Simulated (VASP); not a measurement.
# SrO (l.bA) (Fm-3m) in VASP: a series of runs

Runs on SrO (l.bA). Level: LDA. Tasks: single point.

Program: VASP 6.6.1. These are calculated values, not measurements. Logs are shortened: lines on timing, memory, paths and dates and some standing lists are left out, and cuts for length are marked.

## 1. The cell of the first run

The structure is cubic, space group Fm-3m (No. 225). Conventional cell: a = 5.065 Å, b = 5.065 Å, c = 5.065 Å, α = 90.00°, β = 90.00°, γ = 90.00°. Within 3.3 Å of Sr (site symmetry m-3m) lie 6 O at 2.53 Å. O (site symmetry m-3m) has 6 Sr at 2.53 Å within 3.3 Å.

## 2. Single point, LDA

INCAR

```
SYSTEM = SrO
PREC = Accurate ; ENCUT = 600
EDIFF = 1E-6 ; ISMEAR = 0
SIGMA = 0.02 ; LREAL = .FALSE.
LASPH = .TRUE. ; NELM = 120
ALGO = Normal ; ISIF = 2
LWAVE = .FALSE. ; LCHARG = .TRUE.
GGA = CA ; LELF = .TRUE.
LVHAR = .TRUE. ; NBANDS = 15
GGA_COMPAT = .FALSE.
```

KPOINTS

```
regular mesh
0
G
  8 8 8
  0 0 0
```

POSCAR

```
SrO
1.0
    0.0000000000      2.5323402394      2.5323402394
    2.5323402394      0.0000000000      2.5323402394
    2.5323402394      2.5323402394      0.0000000000
Sr O
1 1
Direct
    0.0000000000      0.0000000000      0.0000000000
    0.5000000000      0.5000000000      0.5000000000
```

Potentials or basis: VASP PAW LDA potentials, release 64 (Sr_sv, O).

The run is started by

```bash
cat potpaw_LDA.64/Sr_sv/POTCAR potpaw_LDA.64/O/POTCAR > POTCAR
mpirun -np 1 vasp_std > vasp.out
```

OUTCAR:

```text
SYSTEM = SrO
   PREC = Accurate
   ENCUT = 600
   EDIFF = 1E-6
   ISMEAR = 0
   LREAL = .FALSE.
   LASPH = .TRUE.
   NELM = 120
   ISIF = 2
   GGA = CA

 ion  position               nearest neighbor table
   1  0.000  0.000  0.000-   2 2.53   2 2.53   2 2.53   2 2.53   2 2.53   2 2.53
   2  0.500  0.500  0.500-   1 2.53   1 2.53   1 2.53   1 2.53   1 2.53   1 2.53

  LATTYP: Found a face centered cubic cell.
 ALAT       =     5.0646804788

  Lattice vectors:

 A1 = (   0.0000000000,   2.5323402394,   2.5323402394)
 A2 = (   2.5323402394,   0.0000000000,   2.5323402394)
 A3 = (   2.5323402394,   2.5323402394,   0.0000000000)

Analysis of symmetry for initial positions (statically):
=====================================================================
 Subroutine PRICEL returns:
 Original cell was already a primitive cell.

 Routine SETGRP: Setting up the symmetry group for a
 face centered cubic supercell.

 Subroutine GETGRP returns: Found 48 space group operations
 (whereof 48 operations were pure point group operations)
 out of a pool of 48 trial point group operations.

The static configuration has the point symmetry O_h .

Analysis of symmetry for dynamics (positions and initial velocities):
=====================================================================
 Subroutine PRICEL returns:
 Original cell was already a primitive cell.

 Routine SETGRP: Setting up the symmetry group for a
 face centered cubic supercell.

 Subroutine GETGRP returns: Found 48 space group operations
 (whereof 48 operations were pure point group operations)
 out of a pool of 48 trial point group operations.

The dynamic configuration has the point symmetry O_h .

 Subroutine INISYM returns: Found 48 space group operations
 (whereof 48 operations are pure point group operations),
 and found     1 'primitive' translations

----------------------------------------------------------------------------------------

                                     Primitive cell

  volume of cell :      32.4785

  direct lattice vectors                    reciprocal lattice vectors
     0.000000000  2.532340239  2.532340239    -0.197445822  0.197445822  0.197445822
     2.532340239  0.000000000  2.532340239     0.197445822 -0.197445822  0.197445822
     2.532340239  2.532340239  0.000000000     0.197445822  0.197445822 -0.197445822

  length of vectors
     3.581269911  3.581269911  3.581269911     0.341986195  0.341986195  0.341986195

  position of ions in fractional coordinates (direct lattice)
     0.000000000  0.000000000  0.000000000
     0.500000000  0.500000000  0.500000000

  ion indices of the primitive-cell ions
   primitive index   ion index
                 1           1
                 2           2

----------------------------------------------------------------------------------------

 KPOINTS: regular mesh

Automatic generation of k-mesh.
 Grid dimensions read from file:
 generate k-points for:    8    8    8

 Generating k-lattice:

  Cartesian coordinates                     Fractional coordinates (reciprocal lattice)
    -0.024680728  0.024680728  0.024680728     0.125000000  0.000000000  0.000000000
     0.024680728 -0.024680728  0.024680728     0.000000000  0.125000000  0.000000000
     0.024680728  0.024680728 -0.024680728     0.000000000  0.000000000  0.125000000

  Length of vectors
     0.042748274  0.042748274  0.042748274

  Shift w.r.t. Gamma in fractional coordinates (k-lattice)
     0.000000000  0.000000000  0.000000000

 Subroutine IBZKPT returns following result:
 ===========================================

 Found     29 irreducible k-points:

 Following reciprocal coordinates:
            Coordinates               Weight
  0.000000  0.000000  0.000000      1.000000
  0.125000  0.000000  0.000000      8.000000
  0.250000  0.000000  0.000000      8.000000
  0.375000  0.000000  0.000000      8.000000
  0.500000  0.000000  0.000000      4.000000
  0.125000  0.125000  0.000000      6.000000
[... 16 lines left out ...]
  0.500000  0.250000  0.125000     48.000000
 -0.375000  0.250000  0.125000     24.000000
 [... further k-points ...]
   k-points           NKPTS =     29   k-points in BZ     NKDIM =     29   number of bands    NBANDS=     15
   number of dos      NEDOS =    301   number of ions     NIONS =      2
   total plane-waves  NPLWV =  27000
   dimension x,y,z NGX =    30 NGY =   30 NGZ =   30
   dimension x,y,z NGXF=    60 NGYF=   60 NGZF=   60
   ions per type =               1   1
   NGX,Y,Z   is equivalent  to a cutoff of  13.93, 13.93, 13.93 a.u.
   NGXF,Y,Z  is equivalent  to a cutoff of  27.85, 27.85, 27.85 a.u.
 SYSTEM =  SrO
   PREC   = accura    normal or accurate (medium, high low for compatibility)
   ISTART =      0    job   : 0-new  1-cont  2-samecut
   ICHARG =      2    charge: 1-file 2-atom 10-const
   ISPIN  =      1    spin polarized calculation?
   LNONCOLLINEAR =      F non collinear calculations
   LSORBIT =      F    spin-orbit coupling
   LASPH  =      T    aspherical Exc in radial PAW
   ENCUT  =  600.0 eV  44.10 Ry    6.64 a.u.   7.15  7.15  7.15*2*pi/ulx,y,z
   NELM   =    120;   NELMIN=  2; NELMDL= -5     # of ELM steps
   EDIFF  = 0.1E-05   stopping-criterion for ELM
   LREAL  =      F    real-space projection
   EDIFFG = 0.1E-04   stopping-criterion for IOM
   NSW    =      0    number of steps for IOM
   IBRION =     -1    ionic relax: 0-MD 1-quasi-New 2-CG
   NFREE  =      0    steps in history (QN), initial steepest desc. (CG)
   ISIF   =      2    stress and relaxation
   ISYM   =      2    0-nonsym 1-usesym 2-fastsym
   POTIM  = 0.5000    time-step for ionic-motion
   TEBEG  =    0.0;   TEEND  =   0.0 temperature during run
   PSTRESS=    0.0 pullay stress
   NELECT =      16.0000    total number of electrons
   NUPDOWN=      -1.0000    fix difference up-down
   EMIN   =  10.00;   EMAX   =-10.00  energy-range for DOS
   EFERMI =   0.00;   METHOD = LEGACY
   ISMEAR =     0;   SIGMA  =   0.02  broadening in eV -4-tet -1-fermi 0-gaus
   EFERMI_NEDOS =   21; number of points for ismear=-14 and -15
   IALGO  =     38    algorithm
   IMIX   =      4    mixing-type and parameters
     AMIX     =   0.40;   BMIX     =  1.00
     AMIX_MAG =   1.60;   BMIX_MAG =  1.00
  volume/ion in A,a.u.               =      16.24       109.59
  Fermi-wavevector in a.u.,A,eV,Ry     =   1.292953  2.443327 22.745236  1.671728
  Thomas-Fermi vector in A             =   2.424629
   LORBIT       =      0    0 simple, 1 ext, 2 COOP (PROOUT), +10 PAW based schemes
   GGA     = CA    functional components
   LHFCALC =     F    Hartree Fock is set to
   AEXX    =    0.0000 exact exchange contribution
   IVDW    =     0    specifies the selected vdW correction
   LEPSILON=     F    determine dielectric tensor
   LRPA    =     F    only Hartree local field effects (RPA)
 non-spin polarized calculation
 Gauss-broadening in eV      SIGMA  =   0.02
  energy-cutoff  :      600.00
  volume of cell :       32.48
 maximum number of plane-waves:      1106
 NGX is ok and might be reduce to    30
   NGX = 15   NGY = 15   NGZ = 15

 number of electron      15.9999999 magnetization

 Free energy of the ion-electron system (eV)
  ---------------------------------------------------
  ext. energy  EPLUGINS =         0.00000000
  ---------------------------------------------------
  free energy    TOTEN  =       -13.38882347 eV

  energy without entropy =      -13.38882347  energy(sigma->0) =      -13.38882347

 E-fermi :   1.7598     XC(G=0): -10.7424

 val. band max:        1.5692262453   @ k =   0.0000   0.0000   0.0000
 cond. band min:       4.6305424468   @ k =   0.5000   0.5000   0.0000
 fundamental gap:      3.0613162015
 Fermi energy:         1.7598084250

 k-point     1 :       0.0000    0.0000    0.0000
  band No.  band energies     occupation
      1     -30.3667      2.00000
      2     -13.2488      2.00000
      3     -12.0396      2.00000
      4     -12.0396      2.00000
      5     -12.0396      2.00000
      6       1.5692      2.00000
      7       1.5692      2.00000
      8       1.5692      2.00000
      9       5.7005      0.00000
     10       7.7676      0.00000
     11       7.7676      0.00000
     12       7.7676      0.00000
     13      10.0986      0.00000
     14      10.0986      0.00000
     15      14.2177      0.00000

 k-point     2 :       0.1250    0.0000    0.0000
  band No.  band energies     occupation
      1     -30.3413      2.00000
      2     -13.6609      2.00000
      3     -12.0537      2.00000
      4     -12.0537      2.00000
      5     -11.6864      2.00000
      6       1.0845      2.00000
      7       1.3495      2.00000
      8       1.3495      2.00000
      9       6.4258      0.00000
     10       7.6055      0.00000
     11       8.0948      0.00000
     12       8.0948      0.00000
     13      10.5445      0.00000
     14      10.5445      0.00000
     15      15.2903      0.00000

 k-point     3 :       0.2500    0.0000    0.0000
  band No.  band energies     occupation
      1     -30.2792      2.00000
      2     -14.3072      2.00000
      3     -12.0874      2.00000
      4     -12.0874      2.00000
      5     -11.1828      2.00000
      6       0.1983      2.00000
      7       0.8792      2.00000
      8       0.8792      2.00000
      9       7.5682      0.00000
     10       7.9921      0.00000
     11       8.9869      0.00000
     12       8.9869      0.00000
     13      11.6516      0.00000
     14      11.6516      0.00000
     15      17.4904      0.00000
[... 343 lines left out ...]
 k-point    23 :       0.5000    0.2500    0.1250
  band No.  band energies     occupation
      1     -30.1837      2.00000
      2     -14.5355      2.00000
      3     -12.4837      2.00000
      4     -12.2499      2.00000
      5     -11.1598      2.00000
      6      -0.0635      2.00000
      7       0.5564      2.00000
      8       1.0401      2.00000
      9       7.0939      0.00000
     10       8.9061      0.00000
     11      10.7595      0.00000
     12      10.8517      0.00000
     13      13.0315      0.00000
     14      14.0079      0.00000
     15      16.1996      0.00000

 k-point    24 :      -0.3750    0.2500    0.1250
  band No.  band energies     occupation
      1     -30.1627      2.00000
      2     -14.6139      2.00000
      3     -12.5111      2.00000
      4     -12.3167      2.00000
      5     -11.1285      2.00000
      6      -0.1097      2.00000
      7       0.6486      2.00000
      8       0.7516      2.00000
      9       7.9834      0.00000
     10       8.3514      0.00000
     11      11.2247      0.00000
     12      11.3167      0.00000
     13      13.6072      0.00000
     14      14.9074      0.00000
     15      15.2672      0.00000

 [... further k-points ...]
[... 5 lines left out ...]
  --------------------------------------------------------------------------------------
  -------------------------------------------------------------------------------------
  Total        0.1429027      0.1429027      0.1429027      0.0000000     -0.0000000      0.0000000
  in kB        7.0494430      7.0494430      7.0494430      0.0000000     -0.0000000      0.0000000
  external PRESSURE =       7.0494430 kB  Pullay stress =       0.0000000 kB

 VOLUME and BASIS-vectors are now :
 -----------------------------------------------------------------------------
  energy-cutoff  :      600.00
  volume of cell :       32.48
      direct lattice vectors                 reciprocal lattice vectors
     0.000000000  2.532340239  2.532340239    -0.197445822  0.197445822  0.197445822
     2.532340239  0.000000000  2.532340239     0.197445822 -0.197445822  0.197445822
     2.532340239  2.532340239  0.000000000     0.197445822  0.197445822 -0.197445822

 POSITION                                       TOTAL-FORCE (eV/Angst)
 -----------------------------------------------------------------------------------
      0.00000      0.00000      0.00000         0.000000      0.000000      0.000000
      2.53234      2.53234      2.53234        -0.000000     -0.000000     -0.000000
 -----------------------------------------------------------------------------------
    total drift:                                0.000000      0.000000      0.000000

  FREE ENERGIE OF THE ION-ELECTRON SYSTEM (eV)
  ---------------------------------------------------
  free  energy   TOTEN  =       -13.3888234671 eV

  energy  without entropy=      -13.3888234671  energy(sigma->0) =      -13.38882347
```

Run time: 8.3 s. Hardware: 1 thread of Intel Xeon 6975P-C (Granite Rapids), shared host; peak memory 0.15 GiB.

What came out:

* Free energy: -13.3888 eV
* Pressure: 0.7 GPa
* Band gap on the k mesh: 3.06 eV, indirect (least direct gap 3.11 eV)

## 3. Single point, LDA

INCAR

```
PREC = Accurate
ENCUT = 600
EDIFF = 1E-6
ISMEAR = 0
SIGMA = 0.02
LREAL = F
LASPH = T
NELM = 120
ALGO = Normal
ISIF = 2
LWAVE = F
LCHARG = F
GGA = CA
NBANDS = 15
GGA_COMPAT = F
```

KPOINTS

```
regular mesh
0
Gamma
  8 8 8
```

POSCAR is that of step 2.

Potentials or basis: VASP PAW LDA potentials, release 64 (Sr_sv, O).

The run is started by

```bash
cat potpaw_LDA.64/Sr_sv/POTCAR potpaw_LDA.64/O/POTCAR > POTCAR
mpirun -np 1 vasp_std > vasp.out
```

Wall time 7.9 s (1 thread of Intel Xeon 6975P-C (Granite Rapids), shared host); peak memory 0.16 GiB.

The run converged. Its results:

- Free energy: -13.3888 eV
- Pressure: 0.7 GPa
- Band gap on the k mesh: 3.06 eV, indirect (least direct gap 3.11 eV)

Levels at points of the mesh, in eV from the valence-band top:
| k point | band 4 | band 5 | band 6 | band 7 | band 8 | band 9 | band 10 | band 11 | band 12 | band 13 |
| --- | --- | --- | --- | --- | --- | --- | --- | --- | --- | --- |
| (0.00, 0.00, 0.00) | -13.61 | -13.61 | 0.00 | 0.00 | 0.00 | 4.13 | 6.20 | 6.20 | 6.20 | 8.53 |
| (0.50, 0.00, 0.00) | -13.70 | -12.29 | -2.33 | -1.25 | -1.25 | 6.64 | 8.63 | 9.07 | 9.07 | 12.40 |
| (0.50, 0.50, 0.00) | -14.05 | -14.05 | -0.34 | -0.05 | -0.05 | 3.06 | 8.11 | 10.49 | 10.58 | 11.52 |

A k mesh can miss the band edges. LDA gaps usually lie below the measured ones, often by a third to a half.
